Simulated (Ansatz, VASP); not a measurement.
# Two plane-wave programs on BeTe

File POSCAR:

```
BeTe
1.0
    0.0000000000      2.8129250000      2.8129250000
    2.8129250000      0.0000000000      2.8129250000
    2.8129250000      2.8129250000      0.0000000000
Be Te
1 1
Direct
    0.0000000000      0.0000000000      0.0000000000
    0.2500000000      0.2500000000      0.2500000000
```

The input INCAR.step1:

```
SYSTEM = BeTe
PREC = Accurate
ENCUT = 520
ISMEAR = -1
SIGMA = 0.0197
LREAL = .False.
LASPH = .True.
NELM = 100
NBANDS = 11
GGA = PE
ALGO = Normal
EDIFF = 1E-4
LWAVE = .True.
LCHARG = .False.
```

The input INCAR.step2:

```
SYSTEM = BeTe
PREC = Accurate
ENCUT = 520
EDIFF = 1E-6
ISMEAR = -1
SIGMA = 0.0197
LREAL = .False.
LASPH = .True.
NELM = 100
ALGO = Normal
ISIF = 2
LWAVE = .False.
LCHARG = .True.
METAGGA = R2SCAN
LMIXTAU = .True.
LELF = .True.
LVHAR = .True.
NBANDS = 11
ISTART = 1
```

File KPOINTS:

```
Automatic mesh
0
Gamma
  8 8 8
  0 0 0
```

Input for Ansatz:

```yaml
crystal:
  lattice:
    - [0.0, 2.812925, 2.812925]
    - [2.812925, 0.0, 2.812925]
    - [2.812925, 2.812925, 0.0]
  atoms:
    - { symbol: Be, position: [0.0, 0.0, 0.0] }
    - { symbol: Te, position: [0.25, 0.25, 0.25] }
  symmetry: { tolerance: 0.0003 }
kpoints:
  mp_grid: { grid: [8, 8, 8], shift: [0, 0, 0] }
  band_path:
    path:
      - [0.0, 0.0, 0.0]
      - [-0.5, -0.5, 0.0]
      - [-0.375, -0.375, 0.25]
      - [-0.375, 0.0, 0.375]
      - [0.0, 0.0, 0.0]
      - [0.0, 0.0, 0.5]
      - [-0.5, -0.25, 0.25]
      - [-0.5, -0.5, 0.0]
    npoints: 8
magnetization:
  spin_polarized: false
scf:
  occupations: { method: fermi_dirac, width: 0.0197 }
  lower_state_search: "off"
  max_iter: 200
hamiltonian:
  pseudopotentials: { kind: paw }
  xc: r2scan
basis:
  ecutwfc: 500
  fft_grid_basis: typed
output:
  forces: true
  stress: true
  eigenvalues: true
  bader: true
  populations: true
  elf: true
  write_potential: true
  volumetric_format: npy
  dos:
    e_range: [-12, 8]
    de: 0.05
    projected: { site_lists: { Be: [Be], Te: [Te] } }
checkpoint:
  read: saved_state
```

Alike in both runs: task single point; functional r2SCAN; k mesh 8 × 8 × 8; occupations fermi-dirac, width 0.0197 eV; no spin polarisation.

|  | VASP | Ansatz |
| --- | --- | --- |
| version | VASP 6.6.1 | Ansatz 0.2.0 |
| potentials or method | VASP PAW PBE potentials, release 64 (Be, Te), cutoff 520 eV | PAW plane waves |
| valence electrons in the cell | 8 | 18 |

```csv
,VASP,Ansatz,Ansatz less VASP
gap on the k mesh at the Fermi level (eV),2.33,2.33,+0.007
pressure (GPa),1.2,1.0,-0.18
```

VASP's potentials were made for PBE, not for r2SCAN. VASP's potentials hold 8 valence electrons a cell and Ansatz's 18, so a difference there can come from the potentials and not from the codes.

Spin-orbit coupling is off throughout.
